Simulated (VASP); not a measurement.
# WC (wurtzite type) (P6_3mc) in VASP: notebook

The runs below take WC (wurtzite type) through single point, relaxation of cell and atoms, with PBE.

Program: VASP 6.6.1. These are calculated values, not measurements. Logs are shortened: lines on timing, memory, paths and dates and some standing lists are left out, and cuts for length are marked.

## Step 1: The cell of the first run

It takes space group P6_3mc (No. 186, hexagonal). The conventional cell has a = 3.126 Å, b = 3.126 Å, c = 5.994 Å, α = 90.00°, β = 90.00°, γ = 120.00°. W (site symmetry 3m) has 4 C at 1.99 to 2.07 Å within 2.6 Å. Within 2.6 Å of C (site symmetry 3m) lie 4 W at 1.99 to 2.07 Å.

## Step 2: Single point, PBE

File INCAR:

```
SYSTEM = WC
  ALGO = Normal
  EDIFF = 1E-6
  ENCUT = 520
  GGA = PE
  ISIF = 2
  ISMEAR = -1
  LASPH = .True.
  LCHARG = .True.
  LELF = .True.
  LREAL = .False.
  LVHAR = .True.
  LWAVE = .False.
  NBANDS = 26
  NELM = 100
  PREC = Accurate
  SIGMA = 0.05
```

File KPOINTS:

```
k-points
0
Gamma
  12 12 7
  0 0 0
```

File POSCAR:

```
WC
1.0
    3.1256113096      0.0000000000      0.0000000000
   -1.5628056548      2.7068587965      0.0000000000
    0.0000000000      0.0000000000      5.9935197938
W C
2 2
Direct
    0.3333333333      0.6666666667      0.0223637183
    0.6666666667      0.3333333333      0.5223637183
    0.3333333333      0.6666666667      0.3536362817
    0.6666666667      0.3333333333      0.8536362817
```

Potentials or basis: VASP PAW PBE potentials, release 64 (W_sv, C).

Command:

```console
> cat potpaw_PBE.64/W_sv/POTCAR potpaw_PBE.64/C/POTCAR > POTCAR
> mpirun -np 1 vasp_std > vasp.out
```

OUTCAR:

```text
SYSTEM = WC
   EDIFF = 1E-6
   ENCUT = 520
   GGA = PE
   ISIF = 2
   ISMEAR = -1
   LASPH = .True.
   LREAL = .False.
   NELM = 100
   PREC = Accurate

 ion  position               nearest neighbor table
   1  0.333  0.667  0.022-   3 1.99   4 2.07   4 2.07   4 2.07
   2  0.667  0.333  0.522-   4 1.99   3 2.07   3 2.07   3 2.07
   3  0.333  0.667  0.354-   1 1.99   2 2.07   2 2.07   2 2.07
   4  0.667  0.333  0.854-   2 1.99   1 2.07   1 2.07   1 2.07

  LATTYP: Found a hexagonal cell.
 ALAT       =     3.1256113096
 C/A-ratio  =     1.9175512244

  Lattice vectors:

 A1 = (   3.1256113096,   0.0000000000,   0.0000000000)
 A2 = (  -1.5628056548,   2.7068587965,   0.0000000000)
 A3 = (   0.0000000000,   0.0000000000,   5.9935197938)

Analysis of symmetry for initial positions (statically):
=====================================================================
 Subroutine PRICEL returns:
 Original cell was already a primitive cell.

 Routine SETGRP: Setting up the symmetry group for a
 hexagonal supercell.

 Subroutine GETGRP returns: Found 12 space group operations
 (whereof  6 operations were pure point group operations)
 out of a pool of 24 trial point group operations.

The static configuration has the point symmetry C_3v.
 The point group associated with its full space group is C_6v.

Analysis of symmetry for dynamics (positions and initial velocities):
=====================================================================
 Subroutine PRICEL returns:
 Original cell was already a primitive cell.

 Routine SETGRP: Setting up the symmetry group for a
 hexagonal supercell.

 Subroutine GETGRP returns: Found 12 space group operations
 (whereof  6 operations were pure point group operations)
 out of a pool of 24 trial point group operations.

The dynamic configuration has the point symmetry C_3v.
 The point group associated with its full space group is C_6v.

 Subroutine INISYM returns: Found 12 space group operations
 (whereof  6 operations are pure point group operations),
 and found     1 'primitive' translations

----------------------------------------------------------------------------------------

                                     Primitive cell

  volume of cell :      50.7087

  direct lattice vectors                    reciprocal lattice vectors
     3.125611310  0.000000000  0.000000000     0.319937414  0.184715952  0.000000000
    -1.562805655  2.706858797  0.000000000     0.000000000  0.369431904  0.000000000
     0.000000000  0.000000000  5.993519794     0.000000000  0.000000000  0.166846867

  length of vectors
     3.125611310  3.125611310  5.993519794     0.369431904  0.369431904  0.166846867

  position of ions in fractional coordinates (direct lattice)
     0.333333333  0.666666667  0.022363718
     0.666666667  0.333333333  0.522363718
     0.333333333  0.666666667  0.353636282
     0.666666667  0.333333333  0.853636282

  ion indices of the primitive-cell ions
   primitive index   ion index
                 1           1
                 2           2
                 3           3
                 4           4

----------------------------------------------------------------------------------------

 KPOINTS: k-points

Automatic generation of k-mesh.
 Grid dimensions read from file:
 generate k-points for:   12   12    7

 Generating k-lattice:

  Cartesian coordinates                     Fractional coordinates (reciprocal lattice)
     0.026661451  0.015392996  0.000000000     0.083333333 -0.000000000  0.000000000
     0.000000000  0.030785992  0.000000000     0.000000000  0.083333333  0.000000000
     0.000000000  0.000000000  0.023835267     0.000000000  0.000000000  0.142857143

  Length of vectors
     0.030785992  0.030785992  0.023835267

  Shift w.r.t. Gamma in fractional coordinates (k-lattice)
     0.000000000  0.000000000  0.000000000

 Subroutine IBZKPT returns following result:
 ===========================================

 Found     76 irreducible k-points:

 Following reciprocal coordinates:
            Coordinates               Weight
  0.000000  0.000000  0.000000      1.000000
  0.083333  0.000000  0.000000      6.000000
  0.166667  0.000000  0.000000      6.000000
  0.250000  0.000000  0.000000      6.000000
  0.333333  0.000000  0.000000      6.000000
  0.416667  0.000000  0.000000      6.000000
[... 16 lines left out ...]
  0.250000  0.000000  0.142857     12.000000
  0.333333  0.000000  0.142857     12.000000
 [... further k-points ...]
   k-points           NKPTS =     76   k-points in BZ     NKDIM =     76   number of bands    NBANDS=     26
   number of dos      NEDOS =    301   number of ions     NIONS =      4
   total plane-waves  NPLWV =  27648
   dimension x,y,z NGX =    24 NGY =   24 NGZ =   48
   dimension x,y,z NGXF=    48 NGYF=   48 NGZF=   96
   ions per type =               2   2
   NGX,Y,Z   is equivalent  to a cutoff of  12.77, 12.77, 13.31 a.u.
   NGXF,Y,Z  is equivalent  to a cutoff of  25.53, 25.53, 26.63 a.u.
 SYSTEM =  WC
   PREC   = accura    normal or accurate (medium, high low for compatibility)
   ISTART =      0    job   : 0-new  1-cont  2-samecut
   ICHARG =      2    charge: 1-file 2-atom 10-const
   ISPIN  =      1    spin polarized calculation?
   LNONCOLLINEAR =      F non collinear calculations
   LSORBIT =      F    spin-orbit coupling
   LASPH  =      T    aspherical Exc in radial PAW
   ENCUT  =  520.0 eV  38.22 Ry    6.18 a.u.   5.81  5.81 11.14*2*pi/ulx,y,z
   NELM   =    100;   NELMIN=  2; NELMDL= -5     # of ELM steps
   EDIFF  = 0.1E-05   stopping-criterion for ELM
   LREAL  =      F    real-space projection
   EDIFFG = 0.1E-04   stopping-criterion for IOM
   NSW    =      0    number of steps for IOM
   IBRION =     -1    ionic relax: 0-MD 1-quasi-New 2-CG
   NFREE  =      0    steps in history (QN), initial steepest desc. (CG)
   ISIF   =      2    stress and relaxation
   ISYM   =      2    0-nonsym 1-usesym 2-fastsym
   POTIM  = 0.5000    time-step for ionic-motion
   TEBEG  =    0.0;   TEEND  =   0.0 temperature during run
   PSTRESS=    0.0 pullay stress
   NELECT =      36.0000    total number of electrons
   NUPDOWN=      -1.0000    fix difference up-down
   EMIN   =  10.00;   EMAX   =-10.00  energy-range for DOS
   EFERMI =   0.00;   METHOD = LEGACY
   ISMEAR =    -1;   SIGMA  =   0.05  broadening in eV -4-tet -1-fermi 0-gaus
   EFERMI_NEDOS =   21; number of points for ismear=-14 and -15
   IALGO  =     38    algorithm
   IMIX   =      4    mixing-type and parameters
     AMIX     =   0.40;   BMIX     =  1.00
     AMIX_MAG =   1.60;   BMIX_MAG =  1.00
  volume/ion in A,a.u.               =      12.68        85.55
  Fermi-wavevector in a.u.,A,eV,Ry     =   1.460433  2.759817 29.019365  2.132863
  Thomas-Fermi vector in A             =   2.576883
   LORBIT       =      0    0 simple, 1 ext, 2 COOP (PROOUT), +10 PAW based schemes
   GGA     = PE    functional components
   LHFCALC =     F    Hartree Fock is set to
   AEXX    =    0.0000 exact exchange contribution
   IVDW    =     0    specifies the selected vdW correction
   LEPSILON=     F    determine dielectric tensor
   LRPA    =     F    only Hartree local field effects (RPA)
 non-spin polarized calculation
  energy-cutoff  :      520.00
  volume of cell :       50.71
 maximum number of plane-waves:      1376
 NGX is ok and might be reduce to    24
   NGX = 11   NGY = 11   NGZ = 23

 number of electron      36.0000001 magnetization

 Free energy of the ion-electron system (eV)
  ---------------------------------------------------
  ext. energy  EPLUGINS =         0.00000000
  ---------------------------------------------------
  free energy    TOTEN  =       -42.37691529 eV

  energy without entropy =      -42.36830346  energy(sigma->0) =      -42.37260938

 E-fermi :   8.8086     XC(G=0): -12.4769

 val. band max:        8.8079497852   @ k =   0.1667   0.0000   0.2857
 cond. band min:       8.8176288289   @ k =   0.1667   0.0833   0.0000
 fundamental gap:      0.0096790437
 Fermi energy:         8.8085707455

 k-point     1 :       0.0000    0.0000    0.0000
  band No.  band energies     occupation
      1     -65.6042      2.00000
      2     -65.5975      2.00000
      3     -30.0140      2.00000
      4     -29.8023      2.00000
      5     -29.6854      2.00000
      6     -29.6854      2.00000
[... 18 lines left out ...]
     25      15.8876      0.00000
     26      16.8262      0.00000

 k-point     2 :       0.0833    0.0000    0.0000
  band No.  band energies     occupation
      1     -65.6026      2.00000
      2     -65.5962      2.00000
      3     -30.0072      2.00000
      4     -29.8020      2.00000
      5     -29.7126      2.00000
      6     -29.6925      2.00000
[... 18 lines left out ...]
     25      16.3113      0.00000
     26      16.5729      0.00000

 k-point     3 :       0.1667    0.0000    0.0000
  band No.  band energies     occupation
      1     -65.5983      2.00000
      2     -65.5925      2.00000
      3     -29.9882      2.00000
      4     -29.8029      2.00000
      5     -29.7858      2.00000
      6     -29.7654      2.00000
[... 18 lines left out ...]
     25      16.1985      0.00000
     26      17.1535      0.00000

 k-point     4 :       0.2500    0.0000    0.0000
  band No.  band energies     occupation
      1     -65.5924      2.00000
      2     -65.5875      2.00000
      3     -29.9627      2.00000
      4     -29.8845      2.00000
      5     -29.8685      2.00000
      6     -29.7994      2.00000
[... 18 lines left out ...]
     25      16.1337      0.00000
     26      17.2556      0.00000
[... 496 lines left out ...]
      1     -65.5981      2.00000
      2     -65.5928      2.00000
      3     -29.9796      2.00000
      4     -29.8143      2.00000
      5     -29.7843      2.00000
      6     -29.7643      2.00000
[... 18 lines left out ...]
     25      15.9765      0.00000
     26      16.9118      0.00000

 k-point    23 :       0.2500    0.0000    0.1429
  band No.  band energies     occupation
      1     -65.5922      2.00000
      2     -65.5878      2.00000
      3     -29.9580      2.00000
      4     -29.8823      2.00000
      5     -29.8712      2.00000
      6     -29.8038      2.00000
[... 18 lines left out ...]
     25      16.0701      0.00000
     26      17.0140      0.00000

 k-point    24 :       0.3333    0.0000    0.1429
  band No.  band energies     occupation
      1     -65.5863      2.00000
      2     -65.5828      2.00000
      3     -29.9948      2.00000
      4     -29.9719      2.00000
      5     -29.9103      2.00000
      6     -29.8078      2.00000
[... 18 lines left out ...]
     25      15.7124      0.00000
     26      16.3336      0.00000

 [... further k-points ...]

------------------------ aborting loop because EDIFF is reached ----------------------------------------

  FORCE on cell =-STRESS in cart. coord.  units (eV):
  Direction    XX          YY          ZZ          XY          YZ          ZX
  --------------------------------------------------------------------------------------
  -------------------------------------------------------------------------------------
  Total        0.1901166      0.1901166      0.3055579      0.0000000      0.0000000      0.0000000
  in kB        6.0068674      6.0068674      9.6543176      0.0000000      0.0000000      0.0000000
  external PRESSURE =       7.2226841 kB  Pullay stress =       0.0000000 kB

 VOLUME and BASIS-vectors are now :
 -----------------------------------------------------------------------------
  energy-cutoff  :      520.00
  volume of cell :       50.71
      direct lattice vectors                 reciprocal lattice vectors
     3.125611310  0.000000000  0.000000000     0.319937414  0.184715952  0.000000000
    -1.562805655  2.706858797  0.000000000     0.000000000  0.369431904  0.000000000
     0.000000000  0.000000000  5.993519794     0.000000000  0.000000000  0.166846867

 POSITION                                       TOTAL-FORCE (eV/Angst)
 -----------------------------------------------------------------------------------
     -0.00000      1.80457      0.13404        -0.000000     -0.000000      0.004672
      1.56281      0.90229      3.13080         0.000000     -0.000000      0.004672
     -0.00000      1.80457      2.11953         0.000000     -0.000000     -0.004672
      1.56281      0.90229      5.11629        -0.000000      0.000000     -0.004672
 -----------------------------------------------------------------------------------
    total drift:                                0.000000      0.000000     -0.000253

  FREE ENERGIE OF THE ION-ELECTRON SYSTEM (eV)
  ---------------------------------------------------
  free  energy   TOTEN  =       -42.3769152912 eV

  energy  without entropy=      -42.3683034639  energy(sigma->0) =      -42.37260938
```

Wall time 30 s (1 thread of Intel Xeon Platinum 8481C at 2.70GHz (Sapphire Rapids), shared host); peak memory 0.22 GiB.

What came out:

* Free energy: -42.3769 eV
* Pressure: 0.7 GPa
* Largest force: 0.005 eV/Å
* Band gap on the k mesh: zero (band 18 reaches 9.08 eV, above the bottom of band 19 at 8.55 eV)

Forces on the atoms (eV/Å):
```
W    0.000  0.000  0.005
W    0.000  0.000  0.005
C    0.000  0.000 -0.005
C    0.000  0.000 -0.005
```

Levels at points of the mesh, in eV from the Fermi level:
| k point | band 15 | band 16 | band 17 | band 18 | band 19 | band 20 | band 21 | band 22 |
| --- | --- | --- | --- | --- | --- | --- | --- | --- |
| (0.00, 0.00, 0.00) | -3.56 | -3.56 | -0.36 | -0.36 | 0.19 | 1.32 | 1.32 | 2.40 |
| (0.50, 0.00, 0.00) | -3.46 | -1.93 | -1.92 | -0.16 | 1.62 | 2.12 | 2.44 | 2.76 |

Caveat: spin-orbit coupling is left out, which moves the levels of the heavy elements.

## Step 3: Single point, PBE

File INCAR:

```
PREC = Accurate
ENCUT = 520
EDIFF = 1E-6
ISMEAR = -1
SIGMA = 0.05
LREAL = False
LASPH = True
NELM = 100
ALGO = Normal
ISIF = 2
LWAVE = False
LCHARG = False
GGA = PE
NBANDS = 26
```

File KPOINTS:

```
Automatic mesh
0
Gamma
  12 12 7
```

POSCAR is that of step 2.

Potentials or basis: VASP PAW PBE potentials, release 64 (W_sv, C).

Command:

```console
> cat potpaw_PBE.64/W_sv/POTCAR potpaw_PBE.64/C/POTCAR > POTCAR
> mpirun -np 1 vasp_std > vasp.out
```

It took 29 s on 1 thread of Intel Xeon Platinum 8481C at 2.70GHz (Sapphire Rapids), shared host; peak memory 0.23 GiB.

Results (log left out):

- Free energy: -42.3769 eV
- Pressure: 0.7 GPa
- Largest force: 0.005 eV/Å
- Band gap on the k mesh: zero (band 18 reaches 9.08 eV, above the bottom of band 19 at 8.55 eV)

Forces on the atoms (eV/Å):
```
W    0.000  0.000  0.005
W    0.000  0.000  0.005
C    0.000  0.000 -0.005
C    0.000  0.000 -0.005
```

Stress tensor (GPa, compression positive):
```
0.60 0.00 0.00
0.00 0.60 0.00
0.00 0.00 0.97
```

Levels at points of the mesh, in eV from the Fermi level:
```csv
k point,band 14,band 15,band 16,band 17,band 18,band 19,band 20,band 21,band 22,band 23
"(0.00, 0.00, 0.00)",-4.35,-3.56,-3.56,-0.36,-0.36,0.19,1.32,1.32,2.40,4.29
"(0.50, 0.00, 0.00)",-4.41,-3.46,-1.93,-1.92,-0.16,1.62,2.12,2.44,2.76,3.20
```

Caveat: spin-orbit coupling is left out, which moves the levels of the heavy elements.

[end of part 1 of 2]
